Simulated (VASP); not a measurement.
# Co (P6_3/mmc) in VASP: a series of runs

Runs on Co. Level: PBE. Tasks: single point.

Everything below comes from runs of VASP 6.6.1. Logs are shortened: lines on timing, memory, paths and dates and some standing lists are left out, and cuts for length are marked.

### 1 The cell of the first run

It takes space group P6_3/mmc (No. 194, hexagonal). The conventional cell has a = 2.686 Å, b = 2.686 Å, c = 4.344 Å, α = 90.00°, β = 90.00°, γ = 120.00°. Within 3.5 Å of Co (site symmetry -6m2) lie 12 Co at 2.67 to 2.69 Å.

### 2 Single point, PBE, collinear spin, ferromagnetic start (13.57 Å³/atom)

File INCAR:

```
ALGO = Normal
EDIFF = 1E-6
ENCUT = 520
GGA = PE
ISIF = 2
ISMEAR = 0
ISPIN = 2
LASPH = T
LCHARG = T
LELF = T
LMAXMIX = 4
LORBIT = 11
LREAL = F
LVHAR = T
LWAVE = F
MAGMOM = 1.375 1.375
NBANDS = 20
NELM = 150
NUPDOWN = 2.75
PREC = Accurate
SIGMA = 0.15
```

File KPOINTS:

```
k-points
0
Gamma
  24 24 12
```

File POSCAR:

```
Co
1.0
    2.6858061516      0.0000000000      0.0000000000
   -1.3429030758      2.3259763569      0.0000000000
    0.0000000000      0.0000000000      4.3437604874
Co
2
Direct
    0.6666666667      0.3333333333      0.2500000000
    0.3333333333      0.6666666667      0.7500000000
```

Potentials or basis: VASP PAW PBE potentials, release 64 (Co).

Run with:

```
$ cat potpaw_PBE.64/Co/POTCAR > POTCAR
$ mpirun -np 1 vasp_std > vasp.out
```

OUTCAR:

```text
EDIFF = 1E-6
   ENCUT = 520
   GGA = PE
   ISIF = 2
   ISMEAR = 0
   ISPIN = 2
   LASPH = T
   LORBIT = 11
   LREAL = F
   NELM = 150
   NUPDOWN = 2.75
   PREC = Accurate

 ion  position               nearest neighbor table
   1  0.667  0.333  0.250-   2 2.67   2 2.67   2 2.67   2 2.67   2 2.67   2 2.67
   2  0.333  0.667  0.750-   1 2.67   1 2.67   1 2.67   1 2.67   1 2.67   1 2.67

  LATTYP: Found a hexagonal cell.
 ALAT       =     2.6858061516
 C/A-ratio  =     1.6173023078

  Lattice vectors:

 A1 = (   2.6858061516,   0.0000000000,   0.0000000000)
 A2 = (  -1.3429030758,   2.3259763569,   0.0000000000)
 A3 = (   0.0000000000,   0.0000000000,   4.3437604874)

Analysis of symmetry for initial positions (statically):
=====================================================================
 Subroutine PRICEL returns:
 Original cell was already a primitive cell.

 Routine SETGRP: Setting up the symmetry group for a
 hexagonal supercell.

 Subroutine GETGRP returns: Found 24 space group operations
 (whereof 12 operations were pure point group operations)
 out of a pool of 24 trial point group operations.

The static configuration has the point symmetry D_3d.
 The point group associated with its full space group is D_6h.

Analysis of symmetry for dynamics (positions and initial velocities):
=====================================================================
 Subroutine PRICEL returns:
 Original cell was already a primitive cell.

 Routine SETGRP: Setting up the symmetry group for a
 hexagonal supercell.

 Subroutine GETGRP returns: Found 24 space group operations
 (whereof 12 operations were pure point group operations)
 out of a pool of 24 trial point group operations.

The dynamic configuration has the point symmetry D_3d.
 The point group associated with its full space group is D_6h.

Analysis of structural, dynamic, and magnetic symmetry:
=====================================================================
 Subroutine PRICEL returns:
 Original cell was already a primitive cell.

 Routine SETGRP: Setting up the symmetry group for a
 hexagonal supercell.

 Subroutine GETGRP returns: Found 24 space group operations
 (whereof 12 operations were pure point group operations)
 out of a pool of 24 trial point group operations.

The overall configuration has the point symmetry D_3d.
 The point group associated with its full space group is D_6h.

 Subroutine INISYM returns: Found 24 space group operations
 (whereof 12 operations are pure point group operations),
 and found     1 'primitive' translations

----------------------------------------------------------------------------------------

                                     Primitive cell

  volume of cell :      27.1360

  direct lattice vectors                    reciprocal lattice vectors
     2.685806152  0.000000000  0.000000000     0.372327690  0.214963492  0.000000000
    -1.342903076  2.325976357  0.000000000     0.000000000  0.429926984  0.000000000
     0.000000000  0.000000000  4.343760487     0.000000000  0.000000000  0.230215272

  length of vectors
     2.685806152  2.685806152  4.343760487     0.429926984  0.429926984  0.230215272

  position of ions in fractional coordinates (direct lattice)
     0.666666667  0.333333333  0.250000000
     0.333333333  0.666666667  0.750000000

  ion indices of the primitive-cell ions
   primitive index   ion index
                 1           1
                 2           2

----------------------------------------------------------------------------------------

 KPOINTS: k-points

Automatic generation of k-mesh.
 Grid dimensions read from file:
 generate k-points for:   24   24   12

 Generating k-lattice:

  Cartesian coordinates                     Fractional coordinates (reciprocal lattice)
     0.015513654  0.008956812  0.000000000     0.041666667 -0.000000000  0.000000000
     0.000000000  0.017913624  0.000000000     0.000000000  0.041666667  0.000000000
     0.000000000  0.000000000  0.019184606     0.000000000  0.000000000  0.083333333

  Length of vectors
     0.017913624  0.017913624  0.019184606

  Shift w.r.t. Gamma in fractional coordinates (k-lattice)
     0.000000000  0.000000000  0.000000000

 Subroutine IBZKPT returns following result:
 ===========================================

 Found    427 irreducible k-points:

 Following reciprocal coordinates:
            Coordinates               Weight
  0.000000  0.000000  0.000000      1.000000
  0.041667  0.000000  0.000000      6.000000
  0.083333  0.000000  0.000000      6.000000
  0.125000  0.000000  0.000000      6.000000
  0.166667 -0.000000  0.000000      6.000000
  0.208333  0.000000  0.000000      6.000000
[... 16 lines left out ...]
  0.416667  0.041667  0.000000     12.000000
  0.458333  0.041667  0.000000     12.000000
 [... further k-points ...]
   k-points           NKPTS =    427   k-points in BZ     NKDIM =    427   number of bands    NBANDS=     20
   number of dos      NEDOS =    301   number of ions     NIONS =      2
   total plane-waves  NPLWV =  12800
   dimension x,y,z NGX =    20 NGY =   20 NGZ =   32
   dimension x,y,z NGXF=    40 NGYF=   40 NGZF=   64
   ions per type =               2
   NGX,Y,Z   is equivalent  to a cutoff of  12.38, 12.38, 12.25 a.u.
   NGXF,Y,Z  is equivalent  to a cutoff of  24.76, 24.76, 24.49 a.u.
 SYSTEM =  unknown system
   PREC   = accura    normal or accurate (medium, high low for compatibility)
   ISTART =      0    job   : 0-new  1-cont  2-samecut
   ICHARG =      2    charge: 1-file 2-atom 10-const
   ISPIN  =      2    spin polarized calculation?
   LNONCOLLINEAR =      F non collinear calculations
   LSORBIT =      F    spin-orbit coupling
   LASPH  =      T    aspherical Exc in radial PAW
   ENCUT  =  520.0 eV  38.22 Ry    6.18 a.u.   4.99  4.99  8.08*2*pi/ulx,y,z
   NELM   =    150;   NELMIN=  2; NELMDL= -5     # of ELM steps
   EDIFF  = 0.1E-05   stopping-criterion for ELM
   LREAL  =      F    real-space projection
[... 7 lines left out ...]
   TEBEG  =    0.0;   TEEND  =   0.0 temperature during run
   PSTRESS=    0.0 pullay stress
   NELECT =      18.0000    total number of electrons
   NUPDOWN=       2.7500    fix difference up-down
   EMIN   =  10.00;   EMAX   =-10.00  energy-range for DOS
   EFERMI =   0.00;   METHOD = LEGACY
   ISMEAR =     0;   SIGMA  =   0.15  broadening in eV -4-tet -1-fermi 0-gaus
   EFERMI_NEDOS =   21; number of points for ismear=-14 and -15
   IALGO  =     38    algorithm
   IMIX   =      4    mixing-type and parameters
     AMIX     =   0.40;   BMIX     =  1.00
     AMIX_MAG =   1.60;   BMIX_MAG =  1.00
  volume/ion in A,a.u.               =      13.57        91.56
  Fermi-wavevector in a.u.,A,eV,Ry     =   1.427744  2.698045 27.734842  2.038453
  Thomas-Fermi vector in A             =   2.547881
   LORBIT       =     11    0 simple, 1 ext, 2 COOP (PROOUT), +10 PAW based schemes
   GGA     = PE    functional components
   LHFCALC =     F    Hartree Fock is set to
   AEXX    =    0.0000 exact exchange contribution
   IVDW    =     0    specifies the selected vdW correction
   LEPSILON=     F    determine dielectric tensor
   LRPA    =     F    only Hartree local field effects (RPA)
 spin polarized calculation
 Gauss-broadening in eV      SIGMA  =   0.15
  energy-cutoff  :      520.00
  volume of cell :       27.14
 maximum number of plane-waves:       760
 NGX is ok and might be reduce to    20
   NGX =  9   NGY =  9   NGZ = 17

 number of electron      18.0000010 magnetization       2.7500002

 Free energy of the ion-electron system (eV)
  ---------------------------------------------------
  ext. energy  EPLUGINS =         0.00000000
  ---------------------------------------------------
  free energy    TOTEN  =       -13.31460650 eV

  energy without entropy =      -13.27363140  energy(sigma->0) =      -13.29411895

 E-fermi :   7.4989     XC(G=0): -12.1394

 val. band max:        7.4955017288   @ k =   0.2083   0.1667   0.3333
 cond. band min:       6.7815986347   @ k =   0.2917   0.0833   0.3333
 fundamental gap:     -0.7139030941
 Fermi energy:         6.7771030761

 spin component 1

 k-point     1 :       0.0000    0.0000    0.0000
  band No.  band energies     occupation
      1      -0.1833      1.00000
      2       3.3323      1.00000
      3       5.2366      1.00000
      4       5.2632      1.00000
      5       5.2632      1.00000
      6       5.4783      1.00000
[... 12 lines left out ...]
     19      29.9766      0.00000
     20      30.4425      0.00000

 k-point     2 :       0.0417    0.0000    0.0000
  band No.  band energies     occupation
      1      -0.1316      1.00000
      2       3.3621      1.00000
      3       5.1767      1.00000
      4       5.2837      1.00000
      5       5.3181      1.00000
      6       5.4683      1.00000
[... 12 lines left out ...]
     19      30.4813      0.00000
     20      31.0024      0.00000

 k-point     3 :       0.0833    0.0000    0.0000
  band No.  band energies     occupation
      1       0.0225      1.00000
      2       3.4483      1.00000
      3       5.0952      1.00000
      4       5.3442      1.00000
      5       5.3813      1.00000
      6       5.4465      1.00000
[... 12 lines left out ...]
     19      31.7079      0.00000
     20      31.8043      0.00000

 k-point     4 :       0.1250    0.0000    0.0000
  band No.  band energies     occupation
      1       0.2759      1.00000
      2       3.5801      1.00000
      3       5.0033      1.00000
      4       5.3756      1.00000
      5       5.4309      1.00000
      6       5.4419      1.00000
[... 429 lines left out ...]
 k-point    23 :       0.4167    0.0417    0.0000
  band No.  band energies     occupation
      1       3.4960      1.00000
      2       3.8011      1.00000
      3       3.9948      1.00000
      4       5.1548      1.00000
      5       5.2137      1.00000
      6       5.3400      1.00000
[... 12 lines left out ...]
     19      27.2993      0.00000
     20      28.3553      0.00000

 k-point    24 :       0.4583    0.0417    0.0000
  band No.  band energies     occupation
      1       3.6154      1.00000
      2       3.7505      1.00000
      3       3.9582      1.00000
      4       5.1412      1.00000
      5       5.3178      1.00000
      6       5.3212      1.00000
[... 12 lines left out ...]
     19      27.1914      0.00000
     20      28.2052      0.00000

 [... further k-points ...]

 spin component 2

 k-point     1 :       0.0000    0.0000    0.0000
  band No.  band energies     occupation
      1      -0.3123      1.00000
      2       4.1320      1.00000
      3       6.6778      1.00000
      4       6.6996      1.00000
      5       6.6996      1.00000
      6       6.9569      1.00000
[... 12 lines left out ...]
     19      29.8885      0.00000
     20      30.1233      0.00000

 k-point     2 :       0.0417    0.0000    0.0000
  band No.  band energies     occupation
      1      -0.2605      1.00000
      2       4.1670      1.00000
      3       6.6004      1.00000
      4       6.7224      1.00000
      5       6.7686      1.00000
      6       6.9434      1.00000
[... 12 lines left out ...]
     19      30.6223      0.00000
     20      31.0359      0.00000

 k-point     3 :       0.0833    0.0000    0.0000
  band No.  band energies     occupation
      1      -0.1060      1.00000
      2       4.2689      1.00000
      3       6.4978      1.00000
      4       6.7897      1.00000
      5       6.7900      1.00000
      6       6.8408      1.00000
[... 12 lines left out ...]
     19      31.5835      0.00000
     20      31.8556      0.00000

 k-point     4 :       0.1250    0.0000    0.0000
  band No.  band energies     occupation
      1       0.1487      1.00000
      2       4.4277      1.00000
      3       6.3782      1.00000
      4       6.4459      1.00000
      5       6.8226      1.00000
      6       6.8995      1.00000
[... 429 lines left out ...]
 k-point    23 :       0.4167    0.0417    0.0000
  band No.  band energies     occupation
      1       4.0093      1.00000
      2       4.8930      1.00000
      3       5.0839      1.00000
      4       5.8908      1.00000
      5       6.5913      1.00000
      6       6.6709      1.00000
[... 12 lines left out ...]
     19      27.0598      0.00000
     20      28.5303      0.00000

 k-point    24 :       0.4583    0.0417    0.0000
  band No.  band energies     occupation
      1       4.2926      1.00000
      2       4.8150      1.00000
      3       5.0535      1.00000
      4       5.9104      1.00000
      5       6.5809      1.00000
      6       6.6411      1.00000
[... 12 lines left out ...]
     19      26.9494      0.00000
     20      28.3751      0.00000

 [... further k-points ...]
[... 5 lines left out ...]
  --------------------------------------------------------------------------------------
  -------------------------------------------------------------------------------------
  Total       -5.2013854     -5.2013854     -5.4313147     -0.0000000      0.0000000      0.0000000
  in kB     -307.1028052   -307.1028052   -320.6784104     -0.0000000      0.0000000      0.0000000
  external PRESSURE =    -311.6280069 kB  Pullay stress =       0.0000000 kB

 VOLUME and BASIS-vectors are now :
 -----------------------------------------------------------------------------
  energy-cutoff  :      520.00
  volume of cell :       27.14
      direct lattice vectors                 reciprocal lattice vectors
     2.685806152  0.000000000  0.000000000     0.372327690  0.214963492  0.000000000
    -1.342903076  2.325976357  0.000000000     0.000000000  0.429926984  0.000000000
     0.000000000  0.000000000  4.343760487     0.000000000  0.000000000  0.230215272

 POSITION                                       TOTAL-FORCE (eV/Angst)
 -----------------------------------------------------------------------------------
      1.34290      0.77533      1.08594         0.000000      0.000000      0.000000
     -0.00000      1.55065      3.25782        -0.000000     -0.000000      0.000000
 -----------------------------------------------------------------------------------
    total drift:                               -0.000000      0.000000     -0.000000

  FREE ENERGIE OF THE ION-ELECTRON SYSTEM (eV)
  ---------------------------------------------------
  free  energy   TOTEN  =       -13.3146064977 eV

  energy  without entropy=      -13.2736313974  energy(sigma->0) =      -13.29411895

 total charge

# of ion       s       p       d       tot
------------------------------------------
    1        0.399   0.348   7.183   7.930
    2        0.399   0.348   7.183   7.930
--------------------------------------------------
tot          0.798   0.696  14.366  15.860

 magnetization (x)

# of ion       s       p       d       tot
------------------------------------------
    1       -0.020  -0.056   1.528   1.451
    2       -0.020  -0.056   1.528   1.451
--------------------------------------------------
tot         -0.041  -0.113   3.056   2.902
```

Wall time 7.8 min (1 thread of Intel Xeon 8259CL, shared host); peak memory 0.4 GiB.

What came out:

| Property | Result |
| --- | --- |
| Free energy | -13.3146 eV |
| Pressure | -31.2 GPa |
| Net moment | 2.75 μB per cell |
| Site moments | Co +1.45 μB |
| Valence electrons inside the program's atomic spheres | Co 7.93 |

Caveat: the cell stands under tension; the total moment is fixed, so each spin has its own Fermi level and the state may be an excited one.

### 3 Single point, PBE, collinear spin, ferromagnetic start (8.14 Å³/atom)

This run uses another cell than the first one, of 8.14 Å³/atom.

File INCAR:

```
PREC = Accurate
ENCUT = 520
EDIFF = 1E-6
ISMEAR = 0
SIGMA = 0.15
LREAL = F
LASPH = T
NELM = 150
ALGO = Fast
ISIF = 2
LWAVE = F
LCHARG = F
ISPIN = 2
MAGMOM = 1.375 1.375
LORBIT = 11
NUPDOWN = 2.75
LMAXMIX = 4
GGA = PE
NBANDS = 20
```

File KPOINTS:

```
regular mesh
0
Gamma
  24 24 12
```

File POSCAR:

```
Co
1.0
    2.2653151917      0.0000000000      0.0000000000
   -1.1326575959      1.9618205036      0.0000000000
    0.0000000000      0.0000000000      3.6636994876
Co
2
Direct
    0.6666666667      0.3333333333      0.2500000000
    0.3333333333      0.6666666667      0.7500000000
```

Potentials or basis: VASP PAW PBE potentials, release 64 (Co).

Run with:

```
$ cat potpaw_PBE.64/Co/POTCAR > POTCAR
$ mpirun -np 1 vasp_std > vasp.out
```

Run time: 2 min. Hardware: 1 thread of Intel Xeon 6975P-C (Granite Rapids), shared host; peak memory 0.29 GiB.

It converged, with:

```yaml
Free_energy: -12.5722 eV
Pressure: 119.0 GPa
Net_moment: 2.75 μB per cell
Site_moments: Co +1.34 μB
```

Stress tensor (GPa, compression positive):
```
119.36   0.00   0.00
  0.00 119.36   0.00
  0.00   0.00 118.29
```

Caveat: the cell stands under pressure; the total moment is fixed, so each spin has its own Fermi level and the state may be an excited one.

### 4 Single point, PBE, collinear spin, ferromagnetic start (9.04 Å³/atom)

This run uses another cell than the first one, of 9.04 Å³/atom.

File INCAR:

```
SYSTEM = Co
ALGO = Fast ; EDIFF = 1E-7
ENCUT = 520 ; GGA = PE
ISIF = 2 ; ISMEAR = 0
ISPIN = 2 ; LASPH = .True.
LCHARG = .False. ; LMAXMIX = 4
LORBIT = 11 ; LREAL = .False.
LWAVE = .False. ; MAGMOM = 1.1 1.1
NBANDS = 20 ; NELM = 150
NUPDOWN = 2.2 ; PREC = Accurate
SIGMA = 0.15
```

File KPOINTS:

```
k-points
0
Gamma
  24 24 12
  0 0 0
```

File POSCAR:

```
Co
1.0
    2.3462389646      0.0000000000      0.0000000000
   -1.1731194823      2.0319025467      0.0000000000
    0.0000000000      0.0000000000      3.7945776923
Co
2
Direct
    0.6666666667      0.3333333333      0.2500000000
    0.3333333333      0.6666666667      0.7500000000
```

Run with:

```
$ cat potpaw_PBE.64/Co/POTCAR > POTCAR
$ mpirun -np 1 vasp_std > vasp.out
```

Run time: 2.3 min. Hardware: 1 thread of Intel Xeon 6975P-C (Granite Rapids), shared host; peak memory 0.31 GiB.

Results (log left out):

- Free energy: -13.4976 eV
- Pressure: 52.1 GPa
- Net moment: 2.20 μB per cell
- Site moments: Co +1.09 μB
- Valence electrons inside the program's atomic spheres: Co 8.70

Stress tensor (GPa, compression positive):
```
52.50  0.00  0.00
 0.00 52.50  0.00
 0.00  0.00 51.20
```

Caveat: the cell stands under pressure; the total moment is fixed, so each spin has its own Fermi level and the state may be an excited one.

### 5 The runs side by side

```tsv
fixed moment (μB)	cell	pressure (GPa)	moment (μB)
2.75	a = 2.686, b = 2.686, c = 4.344 Å, angles 90.0, 90.0, 120.0°, 2 atoms	-31.2	2.75
2.75	a = 2.265, b = 2.265, c = 3.664 Å, angles 90.0, 90.0, 120.0°, 2 atoms	119.0	2.75
2.2	a = 2.346, b = 2.346, c = 3.795 Å, angles 90.0, 90.0, 120.0°, 2 atoms	52.1	2.20
```

Alike in all rows: task single point; level PBE; potentials or basis VASP PAW PBE potentials, release 64 (Co); spin collinear, ferromagnetic start; k mesh 24 × 24 × 12; cutoff (eV) 520; smearing gaussian 0.15 eV.

Caveats: the total moment is fixed, so each spin has its own Fermi level and the state may be an excited one; the cell stands under pressure (at least some runs); the cell stands under tension (at least some runs).

Total energies depend on the potentials used, so only differences within one code and one set of settings carry meaning.
